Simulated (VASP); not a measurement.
# As (P6/mmm) in VASP: notebook, part 2 of 2

VASP 6.6.1.

**5. Relaxation of cell and atoms, PBE, target pressure 120 GPa, at which the enthalpy is minimised**

This run uses another cell than the first one: it holds 1 atom, not 3.

Contents of INCAR:

```
SYSTEM = As
PREC = Accurate ; ENCUT = 600
EDIFF = 1E-6 ; ISMEAR = -1
SIGMA = 0.05 ; LREAL = .False.
LASPH = .True. ; NELM = 60
ALGO = Normal ; ISIF = 3
LWAVE = .False. ; LCHARG = .False.
GGA = PE ; IBRION = 2
NSW = 32 ; EDIFFG = -0.005
PSTRESS = 1200.0
```

Contents of KPOINTS:

```
Automatic mesh
0
Gamma
  18 18 17
  0 0 0
```

Contents of POSCAR:

```
As
1.0
    2.4523120615      0.0000000000      0.0000000000
   -1.2261560308      2.1237645433      0.0000000000
    0.0000000000      0.0000000000      2.3094823510
As
1
Direct
    0.0000000000      0.0000000000      0.0000000000
```

Potentials or basis: VASP PAW PBE potentials, release 64 (As).

The run is started by

```sh
> cat potpaw_PBE.64/As/POTCAR > POTCAR
> mpirun -np 1 vasp_std > vasp.out
```

OUTCAR:

```text
SYSTEM = As
   PREC = Accurate
   ENCUT = 600
   EDIFF = 1E-6
   ISMEAR = -1
   LREAL = .False.
   LASPH = .True.
   NELM = 60
   ISIF = 3
   GGA = PE
   IBRION = 2
   NSW = 32
   EDIFFG = -0.005
   PSTRESS = 1200.0

 ion  position               nearest neighbor table
   1  0.000  0.000  0.000-

  LATTYP: Found a hexagonal cell.
 ALAT       =     2.4523120615
 C/A-ratio  =     0.9417571227

  Lattice vectors:

 A1 = (   2.4523120615,   0.0000000000,   0.0000000000)
 A2 = (  -1.2261560308,   2.1237645433,   0.0000000000)
 A3 = (   0.0000000000,   0.0000000000,   2.3094823510)

Analysis of symmetry for initial positions (statically):
=====================================================================
 Subroutine PRICEL returns:
 Original cell was already a primitive cell.

 Routine SETGRP: Setting up the symmetry group for a
 hexagonal supercell.

 Subroutine GETGRP returns: Found 24 space group operations
 (whereof 24 operations were pure point group operations)
 out of a pool of 24 trial point group operations.

[... 162 lines left out ...]

------------------------ aborting loop because EDIFF is reached ----------------------------------------

  FORCE on cell =-STRESS in cart. coord.  units (eV):
  Direction    XX          YY          ZZ          XY          YZ          ZX
  --------------------------------------------------------------------------------------
  -------------------------------------------------------------------------------------
  Total        9.2697922      9.2697922      9.2620021     -0.0000000      0.0000000      0.0000000
  in kB     1234.7636454   1234.7636454   1233.7259806     -0.0000000      0.0000000      0.0000000
  external PRESSURE =      34.4177571 kB  Pullay stress =    1200.0000000 kB
[... 172 lines left out ...]
--------------------------------------- Ionic step        6  -------------------------------------------

 number of electron       5.0000000 magnetization

 Free energy of the ion-electron system (eV)
  ---------------------------------------------------
  ext. energy  EPLUGINS =         0.00000000
  ---------------------------------------------------
  free energy    TOTEN  =        -2.49263531 eV

  energy without entropy =       -2.48994559  energy(sigma->0) =       -2.49129045

 E-fermi :  13.1525     XC(G=0): -12.7885

 val. band max:       13.1462582278   @ k =   0.3889   0.2222   0.3529
 cond. band min:      13.1890431424   @ k =   0.3889   0.1111   0.1765
 fundamental gap:      0.0427849145
 Fermi energy:        13.1524781795

 k-point     1 :       0.0000    0.0000    0.0000
  band No.  band energies     occupation
      1      -7.6550      2.00000
      2      18.9179      0.00000
      3      21.9638      0.00000
      4      21.9638      0.00000
      5      22.1278      0.00000
      6      27.3683      0.00000
[... 199 lines left out ...]
 k-point    24 :       0.3889    0.1111    0.0000
  band No.  band energies     occupation
      1      -0.8757      2.00000
      2       3.3176      2.00000
      3      12.4396      2.00000
      4      23.7950      0.00000
      5      24.7935      0.00000
      6      30.0524      0.00000

 [... further k-points ...]
[... 5 lines left out ...]
  --------------------------------------------------------------------------------------
  -------------------------------------------------------------------------------------
  Total        9.0740215      9.0740215      9.0740401     -0.0000000      0.0000000     -0.0000000
  in kB     1200.3783419   1200.3783419   1200.3808003     -0.0000000      0.0000000     -0.0000000
  external PRESSURE =       0.3791614 kB  Pullay stress =    1200.0000000 kB
[... 20 lines left out ...]
  energy  without entropy=       -2.4899455914  energy(sigma->0) =       -2.49129045

  enthalpy is  TOTEN    =         6.5785261860 eV   P V=        9.0711614948

 reached required accuracy - stopping structural energy minimisation
```

OSZICAR:

```text
N       E                     dE             d eps       ncg     rms          rms(c)
DAV:   1     0.790919820709E+01    0.79092E+01   -0.27124E+03  4038   0.761E+02
DAV:   2    -0.237364320483E+01   -0.10283E+02   -0.98588E+01  5610   0.814E+01
DAV:   3    -0.247633295875E+01   -0.10269E+00   -0.10209E+00  4710   0.900E+00
DAV:   4    -0.247640537356E+01   -0.72415E-04   -0.72411E-04  5490   0.231E-01
[... 30 lines left out ...]
   5 F= 0.65785334E+01 E0= 0.65798769E+01  d E =0.455067E-05
       N       E                     dE             d eps       ncg     rms          rms(c)
DAV:   1    -0.249263820508E+01    0.40909E-03   -0.23222E-04  4872   0.106E-01    0.878E-03
DAV:   2    -0.249263622811E+01    0.19770E-05   -0.63401E-06  4260   0.236E-02    0.465E-03
DAV:   3    -0.249263530884E+01    0.91927E-06   -0.26843E-06  3780   0.121E-02
   6 F= 0.65785262E+01 E0= 0.65798710E+01  d E =-.270203E-05
```

It took 33 s on 1 thread of Intel Xeon 6975P-C, shared host; peak memory 0.15 GiB.

What came out:

```
Free energy                                            : -2.4926 eV
Relaxed volume                                         : 12.11 Å³/atom
Relaxed cell                                           : a = 2.458 Å, b = 2.458 Å, c = 2.315 Å, α = 90.00°, β = 90.00°, γ = 120.00°
Space group after relaxing (to 0.05 Å)                 : P6/mmm (No. 191)
Energy change on relaxing (the enthalpy is what falls) : -63.2 meV/atom
Ionic steps                                            : 6
Pressure after relaxing                                : 120.0 GPa
```

Step by step:
| step | energy change (eV) | largest force (eV/Å) | pressure (GPa) | volume (Å³) |
| --- | --- | --- | --- | --- |
| 1 | 0.0000 | 0.0000 | 123.44 | 12.03 |
| 2 | -0.3251 | 0.0000 | 105.77 | 12.48 |
| 3 | -0.0643 | 0.0000 | 119.97 | 12.11 |
| 4 | -0.0630 | 0.0000 | 120.03 | 12.11 |
| 5 | -0.0637 | 0.0000 | 120.04 | 12.11 |
| 6 | -0.0632 | 0.0000 | 120.04 | 12.11 |

Final structure:
```xyz
1
Lattice="2.4577 0.0000 0.0000 -1.2289 2.1285 0.0000 0.0000 0.0000 2.3152" Properties=species:S:1:pos:R:3 pbc="T T T"
As    0.0000    0.0000    0.0000
```

Caveat: the cell is relaxed towards a set pressure, so the enthalpy falls and the energy may rise.

**6. Overview**

| task | cell | k mesh | cutoff (eV) | gap on the mesh (eV) | pressure (GPa) |
| --- | --- | --- | --- | --- | --- |
| single point | a = 4.081, b = 4.081, c = 2.414 Å, angles 90.0, 90.0, 120.0°, 3 atoms | 9 × 9 × 13 | 520 | none | 123.2 |
| relaxation of cell and atoms | relaxed to 120 GPa from a = 2.440, b = 2.440, c = 2.294 Å, angles 90.0, 90.0, 120.0°, 1 atom | 18 × 18 × 17 | 600 | none | 120.0 |
| relaxation of cell and atoms | relaxed to 120 GPa from a = 2.452, b = 2.452, c = 2.309 Å, angles 90.0, 90.0, 120.0°, 1 atom | 18 × 18 × 17 | 600 | none | 120.0 |

Alike in all rows: level PBE; potentials or basis VASP PAW PBE potentials, release 64 (As); no spin polarisation; smearing fermi-dirac 0.05 eV.

Caveats: the cell is relaxed towards a set pressure, so the enthalpy falls and the energy may rise (some runs).

Total energies depend on the potentials used, so only differences within one code and one set of settings carry meaning.
